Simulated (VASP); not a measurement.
# AlN (R3m) in VASP: a series of runs

Runs on AlN. Level: PBEsol. Tasks: relaxation of the atoms.

Program: VASP 6.6.1. These are calculated values, not measurements. Logs are shortened: lines on timing, memory, paths and dates and some standing lists are left out, and cuts for length are marked.

## (1) The cell of the first run

It takes space group R3m (No. 160, trigonal). The conventional cell has a = 3.103 Å, b = 3.103 Å, c = 7.544 Å, α = 90.00°, β = 90.00°, γ = 120.00°. Within 2.5 Å of Al (site symmetry 3m) lie 4 N at 1.89 to 1.90 Å. Within 2.5 Å of N (site symmetry 3m) lie 4 Al at 1.89 to 1.90 Å.

## (2) Relaxation of the atoms, PBEsol (equal xy, yz and zx engineering shears of -0.5 %)

Contents of INCAR:

```
ALGO = Normal ; EDIFF = 1E-6
EDIFFG = -0.002 ; ENCUT = 520
GGA = PS ; IBRION = 2
ISIF = 2 ; ISMEAR = 0
LASPH = True ; LCHARG = False
LREAL = False ; LWAVE = False
NELM = 80 ; NSW = 50
PREC = Accurate ; SIGMA = 0.01
```

Contents of KPOINTS:

```
k-points
0
Gamma
  8 8 8
```

Contents of POSCAR:

```
AlN
1.0
   -0.0109433892      2.1832061427      2.1832061427
    2.1832061427     -0.0109433892      2.1832061427
    2.1832061427      2.1832061427     -0.0109433892
Al N
1 1
Direct
    0.0000000000      0.0000000000      0.0000000000
    0.2500000000      0.2500000000      0.2500000000
```

Potentials or basis: VASP PAW PBE potentials, release 64 (Al, N).

On the command line:

```bash
$ cat potpaw_PBE.64/Al/POTCAR potpaw_PBE.64/N/POTCAR > POTCAR
$ mpirun -np 1 vasp_std > vasp.out
```

OUTCAR:

```text
EDIFF = 1E-6
   EDIFFG = -0.002
   ENCUT = 520
   GGA = PS
   IBRION = 2
   ISIF = 2
   ISMEAR = 0
   LASPH = True
   LREAL = False
   NELM = 80
   NSW = 50
   PREC = Accurate

 ion  position               nearest neighbor table
   1  0.000  0.000  0.000-   2 1.89   2 1.90   2 1.90   2 1.90
   2  0.250  0.250  0.250-   1 1.89   1 1.90   1 1.90   1 1.90

  LATTYP: Found a trigonal (rhomboedric) cell.
 ALAT       =     3.0875391302
 COS(alpha) =     0.4949812503

  Lattice vectors:

 A1 = (  -0.0109433892,   2.1832061427,   2.1832061427)
 A2 = (   2.1832061427,  -0.0109433892,   2.1832061427)
 A3 = (   2.1832061427,   2.1832061427,  -0.0109433892)

Analysis of symmetry for initial positions (statically):
=====================================================================
 Subroutine PRICEL returns:
 Original cell was already a primitive cell.

 Routine SETGRP: Setting up the symmetry group for a
 trigonal (rhombohedral) supercell.

 Subroutine GETGRP returns: Found  6 space group operations
 (whereof  6 operations were pure point group operations)
 out of a pool of 12 trial point group operations.

The static configuration has the point symmetry C_3v.

Analysis of symmetry for dynamics (positions and initial velocities):
=====================================================================
 Subroutine PRICEL returns:
 Original cell was already a primitive cell.

 Routine SETGRP: Setting up the symmetry group for a
 trigonal (rhombohedral) supercell.

 Subroutine GETGRP returns: Found  6 space group operations
 (whereof  6 operations were pure point group operations)
 out of a pool of 12 trial point group operations.

The dynamic configuration has the point symmetry C_3v.

 Subroutine INISYM returns: Found  6 space group operations
 (whereof  6 operations are pure point group operations),
 and found     1 'primitive' translations

----------------------------------------------------------------------------------------

                                     Primitive cell

  volume of cell :      20.9685

  direct lattice vectors                    reciprocal lattice vectors
    -0.010943389  2.183206143  2.183206143    -0.227306166  0.228451286  0.228451286
     2.183206143 -0.010943389  2.183206143     0.228451286 -0.227306166  0.228451286
     2.183206143  2.183206143 -0.010943389     0.228451286  0.228451286 -0.227306166

  length of vectors
[... 90 lines left out ...]
   POTIM  = 0.5000    time-step for ionic-motion
   TEBEG  =    0.0;   TEEND  =   0.0 temperature during run
   PSTRESS=    0.0 pullay stress
   NELECT =       8.0000    total number of electrons
   NUPDOWN=      -1.0000    fix difference up-down
   EMIN   =  10.00;   EMAX   =-10.00  energy-range for DOS
   EFERMI =   0.00;   METHOD = LEGACY
   ISMEAR =     0;   SIGMA  =   0.01  broadening in eV -4-tet -1-fermi 0-gaus
   EFERMI_NEDOS =   21; number of points for ismear=-14 and -15
   IALGO  =     38    algorithm
   IMIX   =      4    mixing-type and parameters
     AMIX     =   0.40;   BMIX     =  1.00
     AMIX_MAG =   1.60;   BMIX_MAG =  1.00
  volume/ion in A,a.u.               =      10.48        70.75
  Fermi-wavevector in a.u.,A,eV,Ry     =   1.187360  2.243785 19.181813  1.409824
  Thomas-Fermi vector in A             =   2.323513
   LORBIT       =      0    0 simple, 1 ext, 2 COOP (PROOUT), +10 PAW based schemes
   GGA     = PS    functional components
   LHFCALC =     F    Hartree Fock is set to
   AEXX    =    0.0000 exact exchange contribution
   IVDW    =     0    specifies the selected vdW correction
   LEPSILON=     F    determine dielectric tensor
   LRPA    =     F    only Hartree local field effects (RPA)
 conjugate gradient relaxation of ions
 non-spin polarized calculation
 Gauss-broadening in eV      SIGMA  =   0.01
  energy-cutoff  :      520.00
  volume of cell :       20.97
 maximum number of plane-waves:       582
   NGX = 11   NGY = 11   NGZ = 11

--------------------------------------- Ionic step        1  -------------------------------------------

 number of electron       8.0000000 magnetization

 Free energy of the ion-electron system (eV)
  ---------------------------------------------------
  ext. energy  EPLUGINS =         0.00000000
  ---------------------------------------------------
  free energy    TOTEN  =       -15.61013013 eV

  energy without entropy =      -15.61013013  energy(sigma->0) =      -15.61013013

------------------------ aborting loop because EDIFF is reached ----------------------------------------

  FORCE on cell =-STRESS in cart. coord.  units (eV):
  Direction    XX          YY          ZZ          XY          YZ          ZX
  --------------------------------------------------------------------------------------
  -------------------------------------------------------------------------------------
  Total        0.0054672      0.0054672      0.0054672      0.1471769      0.1471769      0.1471769
  in kB        0.4177402      0.4177402      0.4177402     11.2456052     11.2456052     11.2456052
  external PRESSURE =       0.4177402 kB  Pullay stress =       0.0000000 kB
[... 59 lines left out ...]
--------------------------------------- Ionic step        3  -------------------------------------------

 number of electron       8.0000000 magnetization

 Free energy of the ion-electron system (eV)
  ---------------------------------------------------
  ext. energy  EPLUGINS =         0.00000000
  ---------------------------------------------------
  free energy    TOTEN  =       -15.61035196 eV

  energy without entropy =      -15.61035196  energy(sigma->0) =      -15.61035196

 E-fermi :   5.9249     XC(G=0): -11.1012

 val. band max:        5.8615509390   @ k =   0.0000   0.0000   0.0000
 cond. band min:       9.0009626571   @ k =   0.5000   0.5000  -0.0000
 fundamental gap:      3.1394117181
 Fermi energy:         5.9248963344

 k-point     1 :       0.0000    0.0000    0.0000
  band No.  band energies     occupation
      1      -9.1029      2.00000
      2       5.7966      2.00000
      3       5.7966      2.00000
      4       5.8616      2.00000
      5       9.8929      0.00000
      6      18.1589      0.00000
      7      18.1589      0.00000
      8      18.3572      0.00000
[... 243 lines left out ...]
 k-point    24 :       0.3750    0.1250    0.1250
  band No.  band energies     occupation
      1      -7.8163      2.00000
      2       1.8961      2.00000
      3       4.6567      2.00000
      4       5.5766      2.00000
      5      12.9839      0.00000
      6      15.7919      0.00000
      7      17.3470      0.00000
      8      17.8723      0.00000

 [... further k-points ...]
[... 5 lines left out ...]
  --------------------------------------------------------------------------------------
  -------------------------------------------------------------------------------------
  Total        0.0037108      0.0037108      0.0037108      0.1172592      0.1172592      0.1172592
  in kB        0.2835348      0.2835348      0.2835348      8.9596301      8.9596301      8.9596301
  external PRESSURE =       0.2835348 kB  Pullay stress =       0.0000000 kB
[... 17 lines left out ...]
  FREE ENERGIE OF THE ION-ELECTRON SYSTEM (eV)
  ---------------------------------------------------
  free  energy   TOTEN  =       -15.6103519597 eV

  energy  without entropy=      -15.6103519597  energy(sigma->0) =      -15.61035196

 reached required accuracy - stopping structural energy minimisation
```

OSZICAR:

```text
N       E                     dE             d eps       ncg     rms          rms(c)
DAV:   1     0.106481184825E+02    0.10648E+02   -0.41260E+03  1096   0.838E+02
DAV:   2    -0.172909390259E+02   -0.27939E+02   -0.26372E+02  1392   0.143E+02
DAV:   3    -0.178291273556E+02   -0.53819E+00   -0.53819E+00  1272   0.256E+01
[... 15 lines left out ...]
       N       E                     dE             d eps       ncg     rms          rms(c)
DAV:   1    -0.156103547776E+02   -0.41947E-04   -0.61508E-03  1040   0.740E-01    0.127E-02
DAV:   2    -0.156103538334E+02    0.94418E-06   -0.46323E-05  1280   0.761E-02    0.692E-03
DAV:   3    -0.156103519152E+02    0.19182E-05   -0.73632E-06  1288   0.249E-02    0.140E-03
DAV:   4    -0.156103519597E+02   -0.44458E-07   -0.48199E-07   592   0.758E-03
   3 F= -.15610352E+02 E0= -.15610352E+02  d E =-.221832E-03
```

Wall time 6.2 s (1 thread of Intel Xeon 6975P-C (Granite Rapids), shared host); peak memory 0.13 GiB.

Results:

- Free energy: -15.6104 eV
- Energy gained by relaxing: 0.1 meV/atom
- Ionic steps: 3
- Pressure after relaxing: 0.0 GPa
- Band gap on the k mesh: 3.14 eV, indirect (least direct gap 4.03 eV)

Step by step:
| step | energy change (eV) | largest force (eV/Å) | pressure (GPa) |
| --- | --- | --- | --- |
| 1 | 0.0000 | 0.0809 | 0.04 |
| 2 | -0.0002 | 0.0336 | 0.02 |
| 3 | -0.0002 | 0.0001 | 0.03 |

Final structure:
```xyz
2
Lattice="-0.0109 2.1832 2.1832 2.1832 -0.0109 2.1832 2.1832 2.1832 -0.0109" Properties=species:S:1:pos:R:3 pbc="T T T"
Al    4.3539    4.3539    4.3539
N     1.0905    1.0905    1.0905
```

Caveat: the cell differs from its parent crystal (equal xy, yz and zx engineering shears of -0.5 %); the PAW data sets were made with another functional, which shifts forces and pressure a little. A k mesh can miss the band edges.

## (3) Relaxation of the atoms, PBEsol (equal xy, yz and zx engineering shears of +0.5 %)

Contents of INCAR:

```
  ALGO = Normal
  EDIFF = 1E-6
  EDIFFG = -0.002
  ENCUT = 520
  GGA = PS
  IBRION = 2
  ISIF = 2
  ISMEAR = 0
  LASPH = T
  LCHARG = F
  LREAL = F
  LWAVE = F
  NELM = 100
  NSW = 50
  PREC = Accurate
  SIGMA = 0.01
```

KPOINTS is that of step 2.

Contents of POSCAR:

```
AlN
1.0
    0.0109433892      2.1941495319      2.1941495319
    2.1941495319      0.0109433892      2.1941495319
    2.1941495319      2.1941495319      0.0109433892
Al N
1 1
Direct
    0.0000000000      0.0000000000      0.0000000000
    0.2500000000      0.2500000000      0.2500000000
```

Potentials or basis: VASP PAW PBE potentials, release 64 (Al, N).

On the command line:

```bash
$ cat potpaw_PBE.64/Al/POTCAR potpaw_PBE.64/N/POTCAR > POTCAR
$ mpirun -np 1 vasp_std > vasp.out
```

Wall time 5.8 s (1 thread of Intel Xeon 6975P-C (Granite Rapids), shared host); peak memory 0.13 GiB.

The run converged. Its results:

* Free energy: -15.6104 eV
* Energy gained by relaxing: 0.1 meV/atom
* Ionic steps: 3
* Pressure after relaxing: 0.0 GPa
* Band gap on the k mesh: 3.16 eV, indirect (least direct gap 4.05 eV)

Stress tensor (GPa, compression positive):
```
 0.03 -0.91 -0.91
-0.91  0.03 -0.91
-0.91 -0.91  0.03
```

Step by step:
```tsv
step	energy change (eV)	largest force (eV/Å)	pressure (GPa)
1	0.0000	0.0755	0.04
2	-0.0002	0.0277	0.03
3	-0.0002	0.0006	0.03
```

Final structure:
```yaml
crystal:
  lattice:
    - [0.01094, 2.19415, 2.19415]
    - [2.19415, 0.01094, 2.19415]
    - [2.19415, 2.19415, 0.01094]
  atoms:
    - { symbol: Al, position: [0.00035, 0.00035, 0.00035] }
    - { symbol: N, position: [0.24965, 0.24965, 0.24965] }
```

Levels at points of the mesh, in eV from the valence-band top:
```tsv
k point	band 1	band 2	band 3	band 4	band 5	band 6	band 7	band 8
(0.00, 0.00, 0.00)	-14.94	-0.07	0.00	0.00	4.05	12.26	12.45	12.45
(0.50, 0.00, 0.00)	-12.87	-5.90	-0.53	-0.50	7.19	9.70	10.90	10.99
(0.50, 0.50, 0.00)	-12.24	-4.95	-1.84	-1.77	3.16	8.42	13.76	15.51
(0.50, 0.50, 0.50)	-12.91	-5.94	-0.47	-0.47	7.27	9.69	11.06	11.06
```

Caveat: the cell differs from its parent crystal (equal xy, yz and zx engineering shears of +0.5 %); the PAW data sets were made with another functional, which shifts forces and pressure a little.
